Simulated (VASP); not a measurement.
MgS (Niningerite): single point with PBE

MgS (Niningerite):

```
Mg S
1.0
     0.00000    2.54819    2.63391
     2.54819    0.00000    2.63391
     2.54819    2.54819    0.00000
Mg S
1 1
Direct
  0.00000 0.00000 0.00000
  0.50000 0.50000 0.50000
```

This cell differs from its parent crystal: epitaxial xy strain -2.0%.

- Program: VASP 6.6.1
- Task: single point
- Functional: PBE
- Potentials or basis: VASP PAW PBE potentials, release 64 (Mg, S)
- Cutoff: 520 eV
- k mesh: 6 × 6 × 6
- Occupations: gaussian, width 0.01 eV
- Spin: no spin polarisation
- Dipole correction: no
- Further INCAR settings: ALGO = Normal; EDIFF = 1e-06; NBANDS = 11

```yaml
Pressure: 3.5 GPa
Band_gap_on_the_k_mesh: 2.70 eV, indirect (least direct gap 3.86 eV)
```

Stress tensor (GPa, compression positive):
```
4.80 0.00 0.00
0.00 4.80 0.00
0.00 0.00 0.90
```

Levels at points of the mesh, in eV from the valence-band top:
| k point | band 2 | band 3 | band 4 | band 5 | band 6 | band 7 |
| --- | --- | --- | --- | --- | --- | --- |
| (0.00, 0.00, 0.00) | -0.13 | -0.13 | 0.00 | 3.86 | 7.62 | 7.97 |
| (0.50, 0.00, 0.00) | -5.07 | -0.77 | -0.66 | 4.49 | 6.70 | 7.04 |
| (0.50, 0.50, 0.00) | -4.46 | -1.73 | -1.73 | 2.89 | 4.30 | 11.98 |
| (0.50, 0.00, 0.50) | -4.42 | -2.03 | -1.74 | 2.70 | 4.18 | 12.31 |

It took 6.8 s on 1 thread of Intel(R) Xeon(R) 6975P-C (Granite Rapids) (shared host), peak memory 0.15 GiB.

Caveat: the cell differs from its parent crystal (epitaxial xy strain -2.0%). A k mesh can miss the band edges.
